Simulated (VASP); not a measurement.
# Y2C in VASP: further runs

The runs below take Y2C through single point, molecular dynamics, with PBE.

Program: VASP 6.6.1. These are calculated values, not measurements. Logs are shortened: lines on timing, memory, paths and dates and some standing lists are left out, and cuts for length are marked.

### Step 1. The cell of the first run

The cell holds a disordered packing, 12 atoms: a = 7.415 Å, b = 5.303 Å, c = 7.350 Å, α = 97.52°, β = 96.28°, γ = 98.11°.

### Step 2. Single point, PBE

The input, INCAR:

```
PREC = Accurate
ENCUT = 520
EDIFF = 1E-6
ISMEAR = 0
SIGMA = 0.1
LREAL = False
LASPH = True
NELM = 100
ALGO = Normal
ISIF = 2
LWAVE = False
LCHARG = False
GGA = PE
NBANDS = 64
```

The input, KPOINTS:

```
regular mesh
0
Gamma
  2 3 2
```

The input, POSCAR:

```
Y2C
1.0
    7.2654370000     -1.3946100000      0.4979000000
    0.2424410000      5.2953930000      0.1525580000
   -1.5186250000     -1.0985390000      7.1072350000
C Y
4 8
Direct
    0.5882737144      0.9463112516      0.7526356123
    0.5334897709      0.1729044101      0.6594264144
    0.8773203982      0.0964648043      0.3040540655
    0.6454474406      0.9335675656      0.2193219330
    0.8101071116      0.6925536271      0.4139472063
    0.8620544665      0.2430032821      0.6489820565
    0.2064198700      0.0623749880      0.4560874578
    0.3266650758      0.0352917007      0.0564304441
    0.3270801871      0.4963140754      0.8168984270
    0.7304199883      0.2934359987      0.0433611494
    0.9116186161      0.7969570746      0.8895255206
    0.1523679013      0.5270915732      0.2097779215
```

Potentials or basis: VASP PAW PBE potentials, release 64 (C, Y_sv).

On the command line:

```
$ cat potpaw_PBE.64/C/POTCAR potpaw_PBE.64/Y_sv/POTCAR > POTCAR
$ mpirun -np 1 vasp_std > vasp.out
```

OUTCAR:

```text
PREC = Accurate
   ENCUT = 520
   EDIFF = 1E-6
   ISMEAR = 0
   LREAL = False
   LASPH = True
   NELM = 100
   ISIF = 2
   GGA = PE

 ion  position               nearest neighbor table
   1  0.588  0.946  0.753-   2 1.54   6 2.63  10 2.65  11 2.76   9 2.98   8 3.15
   2  0.533  0.173  0.659-   1 1.54   6 2.42   7 2.65   9 2.69  10 2.98
   3  0.877  0.096  0.304-   4 1.82   5 2.39  10 2.52   6 2.57   7 2.61  12 3.04
   4  0.645  0.934  0.219-   3 1.82   5 2.39  10 2.49   8 2.69
   5  0.810  0.693  0.414-   4 2.39   3 2.39   6 3.14   6 3.16  10 3.17  12 3.25   7 3.25  11 3.45
                            11 4.10
   6  0.862  0.243  0.649-   2 2.42   3 2.57   1 2.63   5 3.14  10 3.15   5 3.16  11 3.17  11 3.18
                             7 3.25   9 3.54
   7  0.206  0.062  0.456-   3 2.61   2 2.65  12 3.11   8 3.15   9 3.23   6 3.25   5 3.25  12 3.29
                            11 4.33
   8  0.327  0.035  0.056-   4 2.69  10 3.13   1 3.15   7 3.15   9 3.16   9 3.19  12 3.20  11 3.20
                            12 3.21
   9  0.327  0.496  0.817-   2 2.69   1 2.98   8 3.16   8 3.19   7 3.23  12 3.29   6 3.54  10 3.63
                            11 3.72  11 4.35
  10  0.730  0.293  0.043-   4 2.49   3 2.52   1 2.65   2 2.98   8 3.13   6 3.15   5 3.17  11 3.21
                            12 3.24  11 3.25   9 3.63
  11  0.912  0.797  0.890-   1 2.76   6 3.17   6 3.18   8 3.20  10 3.21  10 3.25  12 3.39   5 3.45
                             9 3.72   5 4.10  12 4.30   7 4.33   9 4.35
  12  0.152  0.527  0.210-   3 3.04   7 3.11   8 3.20   8 3.21  10 3.24   5 3.25   9 3.29   7 3.29
                            11 3.39  11 4.30

  LATTYP: Found a triclinic cell.
 ALAT       =     8.4821473403
 B/A-ratio  =     1.2964700649
 C/A-ratio  =     0.6252113501
 COS(alpha) =     0.0076563694
 COS(beta)  =     0.5118079784
 COS(gamma) =     0.6479101279

  Lattice vectors:

 A1 = (   1.2761840000,  -4.1968540000,  -7.2597930000)
 A2 = (   8.7840620000,  -0.2960710000,  -6.6093350000)
 A3 = (  -0.2424410000,  -5.2953930000,  -0.1525580000)

Analysis of symmetry for initial positions (statically):
=====================================================================
 Subroutine PRICEL returns:
 Original cell was already a primitive cell.

 Routine SETGRP: Setting up the symmetry group for a
 triclinic supercell.

 Subroutine GETGRP returns: Found  1 space group operations
 (whereof  1 operations were pure point group operations)
 out of a pool of  2 trial point group operations.

The static configuration has the point symmetry C_1 .

Analysis of symmetry for dynamics (positions and initial velocities):
=====================================================================
 Subroutine PRICEL returns:
 Original cell was already a primitive cell.

 Routine SETGRP: Setting up the symmetry group for a
 triclinic supercell.

 Subroutine GETGRP returns: Found  1 space group operations
 (whereof  1 operations were pure point group operations)
 out of a pool of  2 trial point group operations.

The dynamic configuration has the point symmetry C_1 .

 Subroutine INISYM returns: Found  1 space group operations
 (whereof  1 operations are pure point group operations),
 and found     1 'primitive' translations

----------------------------------------------------------------------------------------

                                     Primitive cell

  volume of cell :     281.2542

  direct lattice vectors                    reciprocal lattice vectors
     7.265437000 -1.394610000  0.497900000     0.134409339 -0.006950166  0.027645400
     0.242441000  5.295393000  0.152558000     0.033296775  0.186284466  0.035907926
    -1.518625000 -1.098539000  7.107235000    -0.010130817 -0.003511731  0.137994215

  length of vectors
     7.414810602  5.303134791  7.350224430     0.137398848  0.192613490  0.138410148

  position of ions in fractional coordinates (direct lattice)
     0.588273714  0.946311252  0.752635612
     0.533489771  0.172904410  0.659426414
     0.877320398  0.096464804  0.304054065
[... 50 lines left out ...]
   EFERMI_NEDOS =   21; number of points for ismear=-14 and -15
   IALGO  =     38    algorithm
   IMIX   =      4    mixing-type and parameters
     AMIX     =   0.40;   BMIX     =  1.00
     AMIX_MAG =   1.60;   BMIX_MAG =  1.00
  volume/ion in A,a.u.               =      23.44       158.17
  Fermi-wavevector in a.u.,A,eV,Ry     =   1.175041  2.220505 18.785847  1.380721
  Thomas-Fermi vector in A             =   2.311428
   LORBIT       =      0    0 simple, 1 ext, 2 COOP (PROOUT), +10 PAW based schemes
   GGA     = PE    functional components
   LHFCALC =     F    Hartree Fock is set to
   AEXX    =    0.0000 exact exchange contribution
   IVDW    =     0    specifies the selected vdW correction
   LEPSILON=     F    determine dielectric tensor
   LRPA    =     F    only Hartree local field effects (RPA)
 non-spin polarized calculation
 Gauss-broadening in eV      SIGMA  =   0.10
  energy-cutoff  :      520.00
  volume of cell :      281.25
 maximum number of plane-waves:      7591
 NGX is ok and might be reduce to    56
   NGX = 27   NGY = 19   NGZ = 27

 number of electron     104.0000002 magnetization

 Free energy of the ion-electron system (eV)
  ---------------------------------------------------
  ext. energy  EPLUGINS =         0.00000000
  ---------------------------------------------------
  free energy    TOTEN  =       -79.38887493 eV

  energy without entropy =      -79.30974048  energy(sigma->0) =      -79.34930770

 E-fermi :   3.3905     XC(G=0):  -9.7128

 val. band max:        3.3877480678   @ k =   0.0000   0.3333   0.5000
 cond. band min:       3.4071502021   @ k =   0.5000   0.0000  -0.0000
 fundamental gap:      0.0194021343
 Fermi energy:         3.3905312816

 k-point     1 :       0.0000    0.0000    0.0000
  band No.  band energies     occupation
      1     -39.4802      2.00000
      2     -39.1838      2.00000
      3     -39.1488      2.00000
      4     -39.0668      2.00000
      5     -39.0544      2.00000
      6     -38.9226      2.00000
[... 525 lines left out ...]
     63       5.1298      0.00000
     64       5.2477      0.00000

------------------------ aborting loop because EDIFF is reached ----------------------------------------

  FORCE on cell =-STRESS in cart. coord.  units (eV):
  Direction    XX          YY          ZZ          XY          YZ          ZX
  --------------------------------------------------------------------------------------
  -------------------------------------------------------------------------------------
  Total      -10.9606549      5.2444747      1.5365804      3.0599649      7.6965856     -5.4616633
  in kB      -62.4378651     29.8753865      8.7531998     17.4312282     43.8439467    -31.1126115
  external PRESSURE =      -7.9364263 kB  Pullay stress =       0.0000000 kB

 VOLUME and BASIS-vectors are now :
 -----------------------------------------------------------------------------
  energy-cutoff  :      520.00
  volume of cell :      281.25
      direct lattice vectors                 reciprocal lattice vectors
     7.265437000 -1.394610000  0.497900000     0.134409339 -0.006950166  0.027645400
     0.242441000  5.295393000  0.152558000     0.033296775  0.186284466  0.035907926
    -1.518625000 -1.098539000  7.107235000    -0.010130817 -0.003511731  0.137994215

 POSITION                                       TOTAL-FORCE (eV/Angst)
 -----------------------------------------------------------------------------------
      3.36052      3.36388      5.78643         0.066333      3.723244     -1.430626
      2.91653     -0.55282      4.97870        -0.532990     -3.246752      2.828978
      5.93576     -1.04672      2.61252        -1.578105     -0.079368     -1.064756
      4.58273      3.80253      2.02256         2.684772      1.441897      0.703307
      5.42506      2.08282      3.45103        -1.741072      0.353744     -0.597204
      5.33656     -0.62836      5.07876        -0.439290     -0.518500     -0.815537
      0.82223     -0.45860      3.35381         0.394227     -0.237301      1.112737
      2.29622     -0.33068      0.56909         1.745805     -0.629741     -0.171555
      1.25615      1.27463      6.04446         1.714248      0.557197     -1.583236
      5.31211      0.48757      0.71662        -1.499494     -1.302100      0.138710
      5.46567      1.97167      6.89754        -1.082531      1.144712      0.866790
      0.91623      2.34821      1.64722         0.268095     -1.207033      0.012392
 -----------------------------------------------------------------------------------
    total drift:                                0.000152      0.000226      0.000136

  FREE ENERGIE OF THE ION-ELECTRON SYSTEM (eV)
  ---------------------------------------------------
  free  energy   TOTEN  =       -79.3888749253 eV

  energy  without entropy=      -79.3097404753  energy(sigma->0) =      -79.34930770
```

Run time: 3.2 min. Hardware: 1 thread of Intel Xeon Platinum 8488C (Sapphire Rapids), shared host; peak memory 0.4 GiB.

Results:

```yaml
Free_energy: -79.3889 eV
Pressure: -0.8 GPa
Largest_force: 4.339 eV/Å
Band_gap_on_the_k_mesh: zero (bands 52 and 53 overlap by 0.07 eV)
```

Forces on the atoms (eV/Å):
```
C    0.066  3.723 -1.431
C   -0.533 -3.247  2.829
C   -1.578 -0.079 -1.065
C    2.685  1.442  0.703
Y   -1.741  0.354 -0.597
Y   -0.439 -0.518 -0.816
Y    0.394 -0.237  1.113
Y    1.746 -0.630 -0.172
Y    1.714  0.557 -1.583
Y   -1.499 -1.302  0.139
Y   -1.083  1.145  0.867
Y    0.268 -1.207  0.012
```

Levels at points of the mesh, in eV from the Fermi level:
| k point | band 49 | band 50 | band 51 | band 52 | band 53 | band 54 | band 55 | band 56 |
| --- | --- | --- | --- | --- | --- | --- | --- | --- |
| (0.00, 0.00, 0.00) | -0.62 | -0.44 | -0.38 | 0.02 | 0.06 | 0.27 | 0.39 | 0.58 |
| (0.50, 0.00, 0.00) | -0.56 | -0.38 | -0.24 | -0.06 | 0.02 | 0.16 | 0.31 | 0.74 |
| (0.00, 0.00, 0.50) | -0.57 | -0.36 | -0.11 | -0.08 | -0.03 | 0.11 | 0.38 | 0.65 |
| (0.50, 0.00, 0.50) | -0.46 | -0.33 | -0.16 | -0.11 | 0.10 | 0.24 | 0.31 | 0.64 |

Caveat: the k points lie up to 0.43 Å⁻¹ apart.

### Step 3. Single point, PBE

The input, INCAR:

```
SYSTEM = Y2C
ALGO = Normal
EDIFF = 1E-7
ENCUT = 520
GGA = PE
ISIF = 2
ISMEAR = 0
LASPH = .TRUE.
LCHARG = .TRUE.
LELF = .TRUE.
LREAL = .FALSE.
LVHAR = .TRUE.
LWAVE = .FALSE.
NBANDS = 64
NELM = 100
PREC = Accurate
SIGMA = 0.1
```

The input, KPOINTS:

```
k-points
0
G
  2 3 2
  0 0 0
```

The input, POSCAR:

```
Y2C
1.0
    7.2654370000     -1.3946100000      0.4979000000
    0.2424410000      5.2953930000      0.1525580000
   -1.5186250000     -1.0985390000      7.1072350000
C Y
4 8
Direct
    0.6115704279      0.9643397444      0.7345143845
    0.5352978740      0.1521175763      0.6882136914
    0.8523743905      0.0676482500      0.2913544450
    0.6899523404      0.9845502980      0.2451386095
    0.8011433200      0.6972046357      0.4118852966
    0.8590293566      0.2424708024      0.6473919074
    0.2120751145      0.0559009713      0.4549747771
    0.3275552268      0.0359447333      0.0537119704
    0.3315067110      0.5002728966      0.8157252681
    0.7280323626      0.2853962709      0.0465638469
    0.9059158159      0.7975588307      0.8864757582
    0.1554412636      0.5296514808      0.2150681980
```

Potentials or basis: VASP PAW PBE potentials, release 64 (C, Y_sv).

On the command line:

```
$ cat potpaw_PBE.64/C/POTCAR potpaw_PBE.64/Y_sv/POTCAR > POTCAR
$ mpirun -np 1 vasp_std > vasp.out
```

Wall time 3.4 min (1 thread of Intel Xeon Platinum 8488C (Sapphire Rapids), shared host); peak memory 0.39 GiB.

The run converged. Its results:

| Property | Result |
| --- | --- |
| Free energy | -80.6966 eV |
| Pressure | 6.9 GPa |
| Largest force | 10.006 eV/Å |
| Band gap on the k mesh | zero (bands 52 and 53 overlap by 0.02 eV) |

Forces in eV/Å, atoms in the order of the input:
```
C    1.064 -3.041  1.236
C   -2.517  2.528  0.053
C    8.997  2.288  3.735
C   -8.279 -0.040 -3.658
Y   -1.554 -1.633  0.433
Y    0.969  0.295 -0.600
Y   -0.253 -0.004  1.078
Y    1.520 -0.473  0.020
Y    1.250  0.264 -1.661
Y   -0.773  0.168 -0.855
Y   -0.616  0.750  0.615
Y    0.192 -1.102 -0.395
```

Stress tensor (GPa, compression positive):
```
 3.83  3.03 -0.67
 3.03 13.08  1.71
-0.67  1.71  3.65
```

Levels at points of the mesh, in eV from the Fermi level:
| k point | band 50 | band 51 | band 52 | band 53 | band 54 | band 55 |
| --- | --- | --- | --- | --- | --- | --- |
| (0.00, 0.00, 0.00) | -0.40 | -0.28 | 0.01 | 0.20 | 0.26 | 0.42 |
| (0.50, 0.00, 0.00) | -0.26 | -0.26 | -0.11 | 0.04 | 0.23 | 0.38 |
| (0.00, 0.00, 0.50) | -0.45 | -0.14 | -0.07 | 0.08 | 0.16 | 0.38 |
| (0.50, 0.00, 0.50) | -0.26 | -0.17 | -0.07 | 0.01 | 0.15 | 0.45 |

Caveat: the k points lie up to 0.43 Å⁻¹ apart.

### Step 4. Single point, PBE

The input, INCAR:

```
SYSTEM = Y2C
  PREC = Accurate
  ENCUT = 520
  EDIFF = 1E-6
  ISMEAR = 0
  SIGMA = 0.1
  LREAL = .FALSE.
  LASPH = .TRUE.
  NELM = 100
  ALGO = Normal
  ISIF = 2
  LWAVE = .FALSE.
  LCHARG = .FALSE.
  GGA = PE
  NBANDS = 64
```

The input, KPOINTS:

```
regular mesh
0
G
  2 3 2
  0 0 0
```

The input, POSCAR:

```
Y2C
1.0
    7.2654370000     -1.3946100000      0.4979000000
    0.2424410000      5.2953930000      0.1525580000
   -1.5186250000     -1.0985390000      7.1072350000
C Y
4 8
Direct
    0.6492376863      0.9251465082      0.7405435525
    0.5093070052      0.1846573715      0.7046765842
    0.8848664416      0.0806380225      0.2970913475
    0.6797761401      1.0174374343      0.2500197671
    0.7918581991      0.6985471860      0.4106440607
    0.8571765419      0.2423177657      0.6451467112
    0.2167888847      0.0508747114      0.4554673470
    0.3302441123      0.0361578381      0.0513292847
    0.3363829523      0.5038629052      0.8124910195
    0.7248658202      0.2782069301      0.0483277414
    0.9005800168      0.7994215313      0.8848846365
    0.1582106008      0.5297126274      0.2190331462
```

On the command line:

```
$ cat potpaw_PBE.64/C/POTCAR potpaw_PBE.64/Y_sv/POTCAR > POTCAR
$ mpirun -np 1 vasp_std > vasp.out
```

Wall time 3.1 min (1 thread of Intel Xeon Platinum 8488C (Sapphire Rapids), shared host); peak memory 0.39 GiB.

It converged, with:

| Property | Result |
| --- | --- |
| Free energy | -80.6496 eV |
| Pressure | 0.6 GPa |
| Largest force | 3.028 eV/Å |
| Band gap on the k mesh | zero (bands 52 and 53 overlap by 0.05 eV) |

Forces in eV/Å, atoms in the order of the input:
```
C   -1.743  2.476 -0.028
C    0.906 -2.384  1.476
C   -1.521  1.077 -0.367
C    1.705 -0.476  1.495
Y   -1.966 -0.236 -0.191
Y   -0.561  0.221 -0.957
Y   -0.199  0.221  1.360
Y    1.588 -0.297 -0.089
Y    1.755  0.124 -1.715
Y    0.032  0.434 -1.716
Y   -0.109  0.209  1.094
Y    0.112 -1.370 -0.360
```

Stress tensor (GPa, compression positive):
```
-6.77  3.86 -3.65
 3.86  7.75  2.55
-3.65  2.55  0.70
```

Levels at points of the mesh, in eV from the Fermi level:
| k point | band 50 | band 51 | band 52 | band 53 | band 54 | band 55 |
| --- | --- | --- | --- | --- | --- | --- |
| (0.00, 0.00, 0.00) | -0.40 | -0.29 | -0.03 | 0.10 | 0.32 | 0.44 |
| (0.50, 0.00, 0.00) | -0.31 | -0.21 | -0.08 | 0.10 | 0.21 | 0.41 |
| (0.00, 0.00, 0.50) | -0.39 | -0.11 | -0.04 | 0.15 | 0.20 | 0.50 |
| (0.50, 0.00, 0.50) | -0.38 | -0.16 | -0.04 | 0.09 | 0.28 | 0.38 |

Caveat: the k points lie up to 0.43 Å⁻¹ apart.

### Step 5. Molecular dynamics, PBE

The input, INCAR:

```
SYSTEM = Y2C
PREC = Accurate
ENCUT = 520
EDIFF = 1E-5
ISMEAR = 0
SIGMA = 0.1
LREAL = .FALSE.
LASPH = .TRUE.
NELM = 100
ALGO = Normal
ISIF = 2
LWAVE = .FALSE.
LCHARG = .FALSE.
GGA = PE
NBANDS = 64
IBRION = 0
NSW = 20
POTIM = 1.5
TEBEG = 600.0
TEEND = 600.0
ISYM = 0
NELMIN = 4
RANDOM_SEED = 152799 0 0
MDALGO = 2
SMASS = 0
```

The input, KPOINTS:

```
Automatic mesh
0
G
  2 3 2
  0 0 0
```

The input, POSCAR:

```
Y2C
1.0
    7.2654370000     -1.3946100000      0.4979000000
    0.2424410000      5.2953930000      0.1525580000
   -1.5186250000     -1.0985390000      7.1072350000
C Y
4 8
Direct
    0.5755860000      0.9289100000      0.7713640000
    0.5174490000      0.2014290000      0.6466020000
    0.8854770000      0.1204150000      0.3073560000
    0.6290190000      0.9129460000      0.1975040000
    0.8162000000      0.6874310000      0.4153290000
    0.8643700000      0.2421290000      0.6492780000
    0.2016080000      0.0689810000      0.4589630000
    0.3285270000      0.0338660000      0.0587880000
    0.3246750000      0.4935630000      0.8152790000
    0.7306210000      0.2983980000      0.0405350000
    0.9159390000      0.7987890000      0.8941020000
    0.1497920000      0.5219130000      0.2044400000
```

On the command line:

```
$ cat potpaw_PBE.64/C/POTCAR potpaw_PBE.64/Y_sv/POTCAR > POTCAR
$ mpirun -np 1 vasp_std > vasp.out
```

It took 20 min on 1 thread of Intel Xeon Platinum 8488C (Sapphire Rapids), shared host; peak memory 0.6 GiB.

Step by step:
```csv
step,potential energy change (eV),largest force (eV/Å),pressure (GPa),volume (Å³),temperature (K)
1,0.0000,3.5426,-1.45,281.25,596
2,0.0004,3.4474,-1.43,281.25,600
3,-0.0571,3.4122,-1.41,281.25,640
4,-0.1711,3.4357,-1.40,281.25,719
5,-0.3431,3.5176,-1.38,281.25,834
6,-0.5772,3.6607,-1.35,281.25,983
7,-0.8796,3.8610,-1.30,281.25,1160
8,-1.2573,4.1111,-1.21,281.25,1354
9,-1.7155,4.3827,-1.04,281.25,1548
10,-2.2514,4.6059,-0.75,281.25,1715
11,-2.8438,4.6319,-0.27,281.25,1821
12,-3.4352,4.1856,0.50,281.25,1822
13,-3.9169,2.8673,1.65,281.25,1672
14,-4.1448,1.9744,3.19,281.25,1344
15,-4.0427,4.7943,4.95,281.25,886
16,-3.7639,8.1719,6.45,281.25,462
17,-3.6382,9.1321,7.13,281.25,254
18,-3.8058,7.3761,6.86,281.25,275
19,-4.1076,5.0101,5.96,281.25,370
20,-4.3584,3.7710,4.86,281.25,415
```

Caveat: the k points lie up to 0.43 Å⁻¹ apart.

### Step 6. The runs side by side

| task | cell | gap on the mesh (eV) | pressure (GPa) | largest force (eV/Å) |
| --- | --- | --- | --- | --- |
| single point | as given, atomic positions A | none | -0.8 | 4.34 |
| single point | as given, atomic positions B | none | 6.9 | 10.01 |
| single point | as given, atomic positions C | none | 0.6 | 3.03 |
| molecular dynamics | as given, atomic positions D | - | - | - |

Alike in all rows: level PBE; potentials or basis VASP PAW PBE potentials, release 64 (C, Y_sv); no spin polarisation; k mesh 2 × 3 × 2; cutoff (eV) 520; smearing gaussian 0.1 eV.

Caveats: all runs use coarse meshes.

Total energies depend on the potentials used, so only differences within one code and one set of settings carry meaning.
